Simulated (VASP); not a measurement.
## Ru: single point with PBEsol

The system is Ru, a slab with vacuum.

```xyz
12
Lattice="5.4000 0.0000 0.0000 2.7000 4.6765 0.0000 0.0000 0.0000 15.2768" Properties=species:S:1:pos:R:3 pbc="T T T"
Ru    0.0000    0.0000    1.0000
Ru    2.7000    0.0000    1.0000
Ru    1.3500    2.3383    1.0000
Ru    4.0500    2.3383    1.0000
Ru   -0.1027    1.6158    3.0033
Ru    2.7035    1.4832    2.9613
Ru    1.2220    3.8325    3.0418
Ru    4.0405    3.7959    2.9205
Ru   -0.0655    0.0469    4.9590
Ru    2.4849   -0.0216    5.0240
Ru    1.2716    2.4218    5.0051
Ru    3.7242    2.0463    5.2640
```

- Program: VASP 6.6.1
- Task: single point
- Functional: PBEsol
- Potentials or basis: VASP PAW PBE potentials, release 64 (Ru_pv)
- Cutoff: 520 eV
- k mesh: 2 × 2 × 1
- Occupations: fermi-dirac, width 0.1 eV
- Spin: no spin polarisation

```json
{
 "Largest force": "2.521 eV/Å",
 "Band gap on the k mesh": "zero (bands 84 and 85 overlap by 0.90 eV)"
}
```

Forces on the atoms (eV/Å):
```
Ru  -0.567 -0.106  0.094
Ru  -0.027 -0.437 -1.050
Ru  -0.381 -0.118 -0.250
Ru  -0.042 -0.309 -1.492
Ru   0.812 -1.277  0.099
Ru  -0.989  1.083  1.029
Ru   1.238  0.986 -1.009
Ru  -1.313  1.249  1.481
Ru  -0.171 -1.025  0.865
Ru   0.530 -0.676  0.668
Ru  -0.465 -0.766  1.154
Ru   1.374  1.396 -1.587
```

Levels at points of the mesh, in eV from the Fermi level:
| k point | band 82 | band 83 | band 84 | band 85 | band 86 | band 87 | band 88 | band 89 |
| --- | --- | --- | --- | --- | --- | --- | --- | --- |
| (0.00, 0.00, 0.00) | 0.37 | 0.60 | 0.66 | 0.73 | 1.08 | 1.15 | 1.24 | 1.27 |
| (0.50, 0.00, 0.00) | -0.41 | -0.26 | -0.21 | -0.14 | 0.03 | 0.17 | 0.29 | 0.42 |
| (0.50, 0.50, 0.00) | -0.49 | -0.40 | -0.26 | -0.24 | -0.10 | 0.11 | 0.22 | 0.31 |
| (0.00, 0.50, 0.00) | -0.61 | -0.39 | -0.24 | -0.20 | 0.01 | 0.11 | 0.29 | 0.36 |

Run time: 11 min on 1 thread of Intel(R) Xeon(R) Platinum 8259CL CPU @ 2.50GHz (Skylake/Cascade Lake) (shared host), peak memory 0.48 GiB.

Caveat: the k points lie up to 0.67 Å⁻¹ apart, too coarse for converged energies and pressures of a metal; the atoms stand as in a frame of molecular dynamics; there is no dipole correction, which matters where the two faces differ; the PAW data sets were made with another functional, which shifts forces and pressure a little.
